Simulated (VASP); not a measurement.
TlCl: relaxation of cell and atoms with r2SCAN

Crystal: TlCl.

```
CELL_PARAMETERS angstrom
3.83701 0.00000 0.00000
0.00000 3.83701 0.00000
0.00000 0.00000 3.83701
ATOMIC_POSITIONS crystal
Tl 0.00000 0.00000 0.00000
Cl 0.50000 0.50000 0.50000
```

```
Program                : VASP 6.6.1
Task                   : relaxation of cell and atoms
Functional             : r2SCAN
Potentials or basis    : VASP PAW PBE potentials, release 64 (Tl_d, Cl)
Cutoff                 : 550 eV
k mesh                 : 6 × 6 × 6
Occupations            : gaussian, width 0.01 eV
Spin                   : no spin polarisation
Target pressure        : -2 GPa
Dipole correction      : no
Further INCAR settings : ALGO = Normal; EDIFF = 1e-07; IBRION = 2; EDIFFG = -0.002; NSW = 100; ISIF = 3
```

```json
{
 "Relaxed volume": "30.78 Å³/atom",
 "Relaxed cell": "a = 3.948 Å, b = 3.948 Å, c = 3.948 Å, α = 90.00°, β = 90.00°, γ = 90.00°",
 "Space group after relaxing (to 0.05 Å)": "Pm-3m (No. 221)",
 "Energy change on relaxing (the enthalpy is what falls)": "+17.4 meV/atom",
 "Ionic steps": "19",
 "Pressure after relaxing": "-2.0 GPa",
 "Band gap on the k mesh": "2.70 eV, direct"
}
```

The path:
| step | energy change (eV) | largest force (eV/Å) | pressure (GPa) | volume (Å³) |
| --- | --- | --- | --- | --- |
| 1 | 0.0000 | 0.0000 | -0.02 | 56.49 |
| 2 | 0.0124 | 0.0000 | -1.28 | 59.40 |
| 3 | 0.0401 | 0.0000 | -2.11 | 61.98 |
| 4 | 0.0355 | 0.0000 | -2.02 | 61.62 |
| 5 | 0.0342 | 0.0000 | -1.98 | 61.51 |
| 6 | 0.0342 | 0.0000 | -1.98 | 61.51 |
| 7 | 0.0342 | 0.0000 | -1.98 | 61.52 |
| 8 | 0.0342 | 0.0000 | -1.98 | 61.52 |
| 9 | 0.0342 | 0.0000 | -1.98 | 61.52 |
| 10 | 0.0342 | 0.0000 | -1.98 | 61.52 |
| 11 | 0.0342 | 0.0000 | -1.98 | 61.52 |
| 12 | 0.0342 | 0.0000 | -1.98 | 61.52 |
| 13 | 0.0342 | 0.0000 | -1.98 | 61.52 |
| 14 | 0.0342 | 0.0000 | -1.98 | 61.52 |
| 15 | 0.0342 | 0.0000 | -1.98 | 61.52 |
| 16 | 0.0343 | 0.0000 | -1.98 | 61.52 |
| 17 | 0.0343 | 0.0000 | -1.98 | 61.53 |
| 18 | 0.0345 | 0.0000 | -1.99 | 61.54 |
| 19 | 0.0347 | 0.0000 | -1.99 | 61.56 |

Final structure:
```
Tl Cl
1.0
     3.94848    0.00000    0.00000
     0.00000    3.94848    0.00000
     0.00000    0.00000    3.94848
Tl Cl
1 1
Direct
  0.00000 0.00000 0.00000
  0.50000 0.50000 0.50000
```

Levels at points of the mesh, in eV from the valence-band top:
```tsv
k point	band 7	band 8	band 9	band 10	band 11	band 12	band 13	band 14
(0.00, 0.00, 0.00)	-4.31	-1.20	-1.20	-1.20	8.01	8.01	8.01	8.56
(0.50, 0.00, 0.00)	-4.98	-0.85	-0.85	0.00	2.70	7.01	7.01	9.65
(0.50, 0.50, 0.00)	-3.21	-2.46	-2.46	-0.80	5.21	5.21	8.60	9.08
(0.50, 0.50, 0.50)	-2.22	-1.68	-1.68	-1.68	3.22	3.22	3.22	13.23
```

Run time: 9.3 min on 1 thread of Intel Xeon 6975P-C, with other jobs on the host, peak memory 0.19 GiB.

Caveat: the cell is relaxed towards a set pressure, so the enthalpy falls and the energy may rise; the PAW data sets were made with another functional, which shifts forces and pressure a little; spin-orbit coupling is left out, which moves the levels of the heavy elements. r2SCAN opens gaps a little over a GGA but as a rule still falls short of measured ones.
